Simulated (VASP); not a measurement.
# Cd4SeS3 (P6_3mc) in VASP: further runs

Cd4SeS3 is run at these levels: PBE; tasks: single point.

Everything below comes from runs of VASP 6.6.1. Logs are shortened: lines on timing, memory, paths and dates and some standing lists are left out, and cuts for length are marked.

### Step 1. The cell of the first run

The structure is hexagonal, space group P6_3mc (No. 186). The conventional cell has a = 8.501 Å, b = 8.501 Å, c = 6.902 Å, α = 90.00°, β = 90.00°, γ = 120.00°. Cd (site symmetry m) has 3 S at 2.57 Å and 1 Se at 2.67 Å within 3.4 Å. Cd (site symmetry 3m) has 3 S at 2.58 Å and 1 Se at 2.68 Å within 3.4 Å. Within 3.5 Å of Se (site symmetry 3m) lie 4 Cd at 2.67 to 2.68 Å. S (site symmetry m) has 4 Cd at 2.57 to 2.58 Å within 3.4 Å.

### Step 2. Single point, PBE

INCAR reads:

```
ALGO     = Normal         # electronic algorithm
EDIFF    = 1E-6           # SCF threshold, eV
ENCUT    = 520            # plane-wave cutoff, eV
GGA      = PE             # functional
ISIF     = 2              # what is computed and relaxed
ISMEAR   = 0              # smearing method
LASPH    = T              # aspherical terms in the spheres
LCHARG   = F              # write CHGCAR
LREAL    = Auto         
LWAVE    = F              # write WAVECAR
NBANDS   = 86             # bands
NELM     = 60             # most SCF steps
PREC     = Accurate       # precision mode
SIGMA    = 0.15           # smearing width, eV
```

KPOINTS reads:

```
k-points
0
Gamma
  2 2 2
```

POSCAR reads:

```
Cd4SeS3
1.0
    8.5009523515      0.0000000000      0.0000000000
   -4.2504761757      7.3620406927      0.0000000000
    0.0000000000      0.0000000000      6.9015560211
Cd Se S
8 2 6
Direct
    0.1621795939      0.8378204061      0.3714458873
    0.1621795939      0.3243591878      0.3714458873
    0.6756408122      0.8378204061      0.3714458873
    0.3333333333      0.6666666667      0.8881904111
    0.8378204061      0.1621795939      0.8714458873
    0.3243591878      0.1621795939      0.8714458873
    0.6666666667      0.3333333333      0.3881904111
    0.8378204061      0.6756408122      0.8714458873
    0.3333333333      0.6666666667      0.5000714156
    0.6666666667      0.3333333333      0.0000714156
    0.1657283936      0.8342716064     -0.0008664962
    0.1657283936      0.3314567871     -0.0008664962
    0.6685432129      0.8342716064     -0.0008664962
    0.8342716064      0.1657283936      0.4991335038
    0.3314567871      0.1657283936      0.4991335038
    0.8342716064      0.6685432129      0.4991335038
```

Potentials or basis: VASP PAW PBE potentials, release 64 (Cd, Se, S).

On the command line:

```bash
cat potpaw_PBE.64/Cd/POTCAR potpaw_PBE.64/Se/POTCAR potpaw_PBE.64/S/POTCAR > POTCAR
mpirun -np 1 vasp_std > vasp.out
```

OUTCAR:

```text
EDIFF = 1E-6
   ENCUT = 520
   GGA = PE
   ISIF = 2
   ISMEAR = 0
   LASPH = T
   LREAL = Auto
   NELM = 60
   PREC = Accurate

 ion  position               nearest neighbor table
   1  0.162  0.838  0.371-  11 2.57  15 2.57  16 2.57   9 2.67
   2  0.162  0.324  0.371-  12 2.57  15 2.57  14 2.57   9 2.67
   3  0.676  0.838  0.371-  13 2.57  16 2.57  14 2.57   9 2.67
   4  0.333  0.667  0.888-  11 2.58  12 2.58  13 2.58   9 2.68
   5  0.838  0.162  0.871-  14 2.57  13 2.57  12 2.57  10 2.67
   6  0.324  0.162  0.871-  15 2.57  12 2.57  11 2.57  10 2.67
[... 8 lines left out ...]
  15  0.331  0.166  0.499-   6 2.57   2 2.57   1 2.57   7 2.58
  16  0.834  0.669  0.499-   8 2.57   3 2.57   1 2.57   7 2.58

  LATTYP: Found a hexagonal cell.
 ALAT       =     8.5009523515
 C/A-ratio  =     0.8118568057

  Lattice vectors:

 A1 = (   8.5009523515,   0.0000000000,   0.0000000000)
 A2 = (  -4.2504761757,   7.3620406927,   0.0000000000)
 A3 = (   0.0000000000,   0.0000000000,   6.9015560211)

Analysis of symmetry for initial positions (statically):
=====================================================================
 Subroutine PRICEL returns:
 Original cell was already a primitive cell.

 Routine SETGRP: Setting up the symmetry group for a
 hexagonal supercell.

 Subroutine GETGRP returns: Found 12 space group operations
 (whereof  6 operations were pure point group operations)
 out of a pool of 24 trial point group operations.

The static configuration has the point symmetry C_3v.
 The point group associated with its full space group is C_6v.

Analysis of symmetry for dynamics (positions and initial velocities):
=====================================================================
 Subroutine PRICEL returns:
 Original cell was already a primitive cell.

 Routine SETGRP: Setting up the symmetry group for a
 hexagonal supercell.

 Subroutine GETGRP returns: Found 12 space group operations
 (whereof  6 operations were pure point group operations)
 out of a pool of 24 trial point group operations.

The dynamic configuration has the point symmetry C_3v.
 The point group associated with its full space group is C_6v.

 Subroutine INISYM returns: Found 12 space group operations
 (whereof  6 operations are pure point group operations),
 and found     1 'primitive' translations

----------------------------------------------------------------------------------------

                                     Primitive cell

  volume of cell :     431.9294

  direct lattice vectors                    reciprocal lattice vectors
     8.500952352  0.000000000  0.000000000     0.117633879  0.067915952  0.000000000
    -4.250476176  7.362040693  0.000000000     0.000000000  0.135831903  0.000000000
     0.000000000  0.000000000  6.901556021     0.000000000  0.000000000  0.144894861

  length of vectors
     8.500952352  8.500952351  6.901556021     0.135831903  0.135831903  0.144894861

  position of ions in fractional coordinates (direct lattice)
     0.162179594  0.837820406  0.371445887
     0.162179594  0.324359188  0.371445887
     0.675640812  0.837820406  0.371445887
     0.333333333  0.666666667  0.888190411
     0.837820406  0.162179594  0.871445887
     0.324359188  0.162179594  0.871445887
[... 8 lines left out ...]
     0.331456787  0.165728394  0.499133504
     0.834271606  0.668543213  0.499133504

  ion indices of the primitive-cell ions
   primitive index   ion index
                 1           1
                 2           2
                 3           3
                 4           4
                 5           5
                 6           6
[... 8 lines left out ...]
                15          15
                16          16

----------------------------------------------------------------------------------------

 KPOINTS: k-points

Automatic generation of k-mesh.
 Grid dimensions read from file:
 generate k-points for:    2    2    2

 Generating k-lattice:

  Cartesian coordinates                     Fractional coordinates (reciprocal lattice)
     0.058816939  0.033957976  0.000000000     0.500000000  0.000000000  0.000000000
     0.000000000  0.067915952  0.000000000     0.000000000  0.500000000  0.000000000
     0.000000000  0.000000000  0.072447430     0.000000000  0.000000000  0.500000000

  Length of vectors
     0.067915952  0.067915952  0.072447430

  Shift w.r.t. Gamma in fractional coordinates (k-lattice)
     0.000000000  0.000000000  0.000000000

 Subroutine IBZKPT returns following result:
 ===========================================

 Found      4 irreducible k-points:

 Following reciprocal coordinates:
            Coordinates               Weight
  0.000000  0.000000  0.000000      1.000000
  0.500000  0.000000  0.000000      3.000000
  0.000000  0.000000  0.500000      1.000000
  0.500000  0.000000  0.500000      3.000000
   k-points           NKPTS =      4   k-points in BZ     NKDIM =      4   number of bands    NBANDS=     86
   number of dos      NEDOS =    301   number of ions     NIONS =     16
   total plane-waves  NPLWV = 221184
   dimension x,y,z NGX =    64 NGY =   64 NGZ =   54
   dimension x,y,z NGXF=   128 NGYF=  128 NGZF=  108
   ions per type =               8   2   6
   NGX,Y,Z   is equivalent  to a cutoff of  12.52, 12.52, 13.01 a.u.
   NGXF,Y,Z  is equivalent  to a cutoff of  25.03, 25.03, 26.02 a.u.
 SYSTEM =  unknown system
   PREC   = accura    normal or accurate (medium, high low for compatibility)
   ISTART =      0    job   : 0-new  1-cont  2-samecut
   ICHARG =      2    charge: 1-file 2-atom 10-const
   ISPIN  =      1    spin polarized calculation?
   LNONCOLLINEAR =      F non collinear calculations
   LSORBIT =      F    spin-orbit coupling
   LASPH  =      T    aspherical Exc in radial PAW
   ENCUT  =  520.0 eV  38.22 Ry    6.18 a.u.  15.81 15.81 12.83*2*pi/ulx,y,z
   NELM   =     60;   NELMIN=  2; NELMDL= -5     # of ELM steps
   EDIFF  = 0.1E-05   stopping-criterion for ELM
   LREAL  =      T    real-space projection
   EDIFFG = 0.1E-04   stopping-criterion for IOM
   NSW    =      0    number of steps for IOM
[... 5 lines left out ...]
   TEBEG  =    0.0;   TEEND  =   0.0 temperature during run
   PSTRESS=    0.0 pullay stress
   NELECT =     144.0000    total number of electrons
   NUPDOWN=      -1.0000    fix difference up-down
   EMIN   =  10.00;   EMAX   =-10.00  energy-range for DOS
   EFERMI =   0.00;   METHOD = LEGACY
   ISMEAR =     0;   SIGMA  =   0.15  broadening in eV -4-tet -1-fermi 0-gaus
   EFERMI_NEDOS =   21; number of points for ismear=-14 and -15
   IALGO  =     38    algorithm
   IMIX   =      4    mixing-type and parameters
     AMIX     =   0.40;   BMIX     =  1.00
     AMIX_MAG =   1.60;   BMIX_MAG =  1.00
  volume/ion in A,a.u.               =      27.00       182.18
  Fermi-wavevector in a.u.,A,eV,Ry     =   1.135163  2.145146 17.532386  1.288594
  Thomas-Fermi vector in A             =   2.271867
   LORBIT       =      0    0 simple, 1 ext, 2 COOP (PROOUT), +10 PAW based schemes
   GGA     = PE    functional components
   LHFCALC =     F    Hartree Fock is set to
   AEXX    =    0.0000 exact exchange contribution
   IVDW    =     0    specifies the selected vdW correction
   LEPSILON=     F    determine dielectric tensor
   LRPA    =     F    only Hartree local field effects (RPA)
 non-spin polarized calculation
 Gauss-broadening in eV      SIGMA  =   0.15
  energy-cutoff  :      520.00
  volume of cell :      431.93
 maximum number of plane-waves:     11668
 NGX is ok and might be reduce to    64
   NGX = 31   NGY = 31   NGZ = 25

 number of electron     143.9999986 magnetization

 Free energy of the ion-electron system (eV)
  ---------------------------------------------------
  ext. energy  EPLUGINS =         0.00000000
  ---------------------------------------------------
  free energy    TOTEN  =       -47.70016089 eV

  energy without entropy =      -47.70015904  energy(sigma->0) =      -47.70015997

 E-fermi :   1.2874     XC(G=0):  -8.8309

 val. band max:        0.8111225478   @ k =   0.0000   0.0000   0.0000
 cond. band min:       1.7463907947   @ k =   0.0000   0.0000   0.0000
 fundamental gap:      0.9352682469
 Fermi energy:         1.2873819161

 k-point     1 :       0.0000    0.0000    0.0000
  band No.  band energies     occupation
      1     -11.3258      2.00000
      2     -10.9669      2.00000
      3     -10.9609      2.00000
      4     -10.9609      2.00000
      5     -10.9494      2.00000
      6     -10.8468      2.00000
[... 76 lines left out ...]
     83       5.8599      0.00000
     84       6.8172      0.00000

 k-point     2 :       0.5000    0.0000    0.0000
  band No.  band energies     occupation
      1     -11.1596      2.00000
      2     -11.1580      2.00000
      3     -10.9662      2.00000
      4     -10.9626      2.00000
      5     -10.8847      2.00000
      6     -10.8829      2.00000
[... 76 lines left out ...]
     83       6.1720      0.00000
     84       6.2188      0.00000

 k-point     3 :       0.0000    0.0000    0.5000
  band No.  band energies     occupation
      1     -11.1355      2.00000
      2     -11.1355      2.00000
      3     -10.8969      2.00000
      4     -10.8969      2.00000
      5     -10.8943      2.00000
      6     -10.8943      2.00000
[... 76 lines left out ...]
     83       6.0743      0.00000
     84       6.0743      0.00000

 k-point     4 :       0.5000    0.0000    0.5000
  band No.  band energies     occupation
      1     -11.0192      2.00000
      2     -11.0192      2.00000
      3     -11.0118      2.00000
      4     -11.0118      2.00000
      5     -10.8971      2.00000
      6     -10.8971      2.00000
[... 76 lines left out ...]
     83       6.0759      0.00000
     84       6.0759      0.00000
 [bands above 84 left out]

------------------------ aborting loop because EDIFF is reached ----------------------------------------

  FORCE on cell =-STRESS in cart. coord.  units (eV):
  Direction    XX          YY          ZZ          XY          YZ          ZX
  --------------------------------------------------------------------------------------
  -------------------------------------------------------------------------------------
  Total        0.4722742      0.4722742      0.5661897      0.0000000      0.0000000      0.0000000
  in kB        1.7518302      1.7518302      2.1001956      0.0000000      0.0000000      0.0000000
  external PRESSURE =       1.8679520 kB  Pullay stress =       0.0000000 kB

 VOLUME and BASIS-vectors are now :
 -----------------------------------------------------------------------------
  energy-cutoff  :      520.00
  volume of cell :      431.93
      direct lattice vectors                 reciprocal lattice vectors
     8.500952352  0.000000000  0.000000000     0.117633879  0.067915952  0.000000000
    -4.250476176  7.362040693  0.000000000     0.000000000  0.135831903  0.000000000
     0.000000000  0.000000000  6.901556021     0.000000000  0.000000000  0.144894861

 POSITION                                       TOTAL-FORCE (eV/Angst)
 -----------------------------------------------------------------------------------
     -2.18245      6.16807      2.56355         0.021417     -0.012365      0.006325
      0.00000      2.38795      2.56355         0.000000      0.024730      0.006325
      2.18245      6.16807      2.56355        -0.021417     -0.012365      0.006325
     -0.00000      4.90803      6.12990         0.000000      0.000000     -0.000152
      6.43293      1.19397      6.01433        -0.021417      0.012365      0.006325
      2.06802      1.19397      6.01433         0.021417      0.012365      0.006325
[... 8 lines left out ...]
      2.11327      1.22010      3.44480         0.003209      0.001853     -0.004587
      4.25048      4.92184      3.44480        -0.000000     -0.003705     -0.004587
 -----------------------------------------------------------------------------------
    total drift:                               -0.000000     -0.000001     -0.005138

  FREE ENERGIE OF THE ION-ELECTRON SYSTEM (eV)
  ---------------------------------------------------
  free  energy   TOTEN  =       -47.7001608945 eV

  energy  without entropy=      -47.7001590441  energy(sigma->0) =      -47.70015997
```

Run time: 2.2 min. Hardware: 1 thread of Intel Xeon 6975P-C (Granite Rapids), shared host; peak memory 0.52 GiB.

What came out:

| Item | Value |
| --- | --- |
| Free energy | -47.7002 eV |
| Pressure | 0.2 GPa |
| Largest force | 0.026 eV/Å |
| Band gap on the k mesh | 0.94 eV, direct |

Forces on the atoms (eV/Å):
```
Cd   0.021 -0.012  0.006
Cd   0.000  0.025  0.006
Cd  -0.021 -0.012  0.006
Cd   0.000  0.000  0.000
Cd  -0.021  0.012  0.006
Cd   0.021  0.012  0.006
Cd   0.000  0.000  0.000
Cd   0.000 -0.025  0.006
Se   0.000  0.000 -0.005
Se   0.000  0.000 -0.005
S    0.003 -0.002 -0.005
S    0.000  0.004 -0.005
S   -0.003 -0.002 -0.005
S   -0.003  0.002 -0.005
S    0.003  0.002 -0.005
S    0.000 -0.004 -0.005
```

Caveat: the k points lie up to 0.46 Å⁻¹ apart.

### Step 3. Single point, PBE

This run uses another cell than the first one, of 26.92 Å³/atom, 0.997 times its volume.

INCAR reads:

```
PREC = Accurate
ENCUT = 520
EDIFF = 1E-6
ISMEAR = 0
SIGMA = 0.1
LREAL = Auto
LASPH = True
NELM = 60
ALGO = Normal
ISIF = 2
LWAVE = False
LCHARG = True
GGA = PE
LELF = True
LVHAR = True
NBANDS = 86
```

KPOINTS reads:

```
regular mesh
0
Gamma
  2 3 3
```

POSCAR reads:

```
Cd4SeS3
1.0
    0.0000000000      0.0000000000      6.9105135536
    8.4834454030      0.0000000000      0.0000000000
   -4.2417227015      7.3468792306      0.0000000000
Cd Se S
8 2 6
Direct
    0.3712432801      0.1625035795      0.8374964205
    0.3712432801      0.1625035795      0.3250071590
    0.3712432801      0.6749928410      0.8374964205
    0.8885997945      0.3333333333      0.6666666667
    0.8712432801      0.8374964205      0.1625035795
    0.8712432801      0.3250071590      0.1625035795
    0.3885997945      0.6666666667      0.3333333333
    0.8712432801      0.8374964205      0.6749928410
    0.5006575396      0.3333333333      0.6666666667
    0.0006575396      0.6666666667      0.3333333333
    0.9990042751      0.1657064592      0.8342935408
    0.9990042751      0.1657064592      0.3314129184
    0.9990042751      0.6685870816      0.8342935408
    0.4990042751      0.8342935408      0.1657064592
    0.4990042751      0.3314129184      0.1657064592
    0.4990042751      0.8342935408      0.6685870816
```

Potentials or basis: VASP PAW PBE potentials, release 64 (Cd, Se, S).

On the command line:

```bash
cat potpaw_PBE.64/Cd/POTCAR potpaw_PBE.64/Se/POTCAR potpaw_PBE.64/S/POTCAR > POTCAR
mpirun -np 1 vasp_std > vasp.out
```

Run time: 3.7 min. Hardware: 1 thread of Intel Xeon 6975P-C (Granite Rapids), shared host; peak memory 0.55 GiB.

Results (log left out):

```
Free energy            : -47.8335 eV
Pressure               : 0.3 GPa
Largest force          : 0.005 eV/Å
Band gap on the k mesh : 0.95 eV, direct
```

Forces on the atoms (eV/Å):
```
Cd   0.003 -0.002 -0.002
Cd   0.000  0.003 -0.002
Cd  -0.003 -0.002 -0.002
Cd   0.000  0.000  0.001
Cd  -0.003  0.002 -0.002
Cd   0.003  0.002 -0.002
Cd   0.000  0.000  0.001
Cd   0.000 -0.003 -0.002
Se   0.000  0.000 -0.005
Se   0.000  0.000 -0.005
S    0.000  0.000  0.003
S    0.000  0.000  0.003
S    0.000  0.000  0.003
S    0.000  0.000  0.003
S    0.000  0.000  0.003
S    0.000  0.000  0.003
```

Levels at points of the mesh, in eV from the valence-band top:
```tsv
k point	band 70	band 71	band 72	band 73	band 74	band 75
(0.00, 0.00, 0.00)	-0.05	0.00	0.00	0.95	2.55	3.46
(0.50, 0.00, 0.00)	-0.34	-0.34	-0.34	2.61	2.61	3.28
```

Caveat: the k points lie up to 0.45 Å⁻¹ apart. As with any semilocal functional, this PBE gap is likely too small.
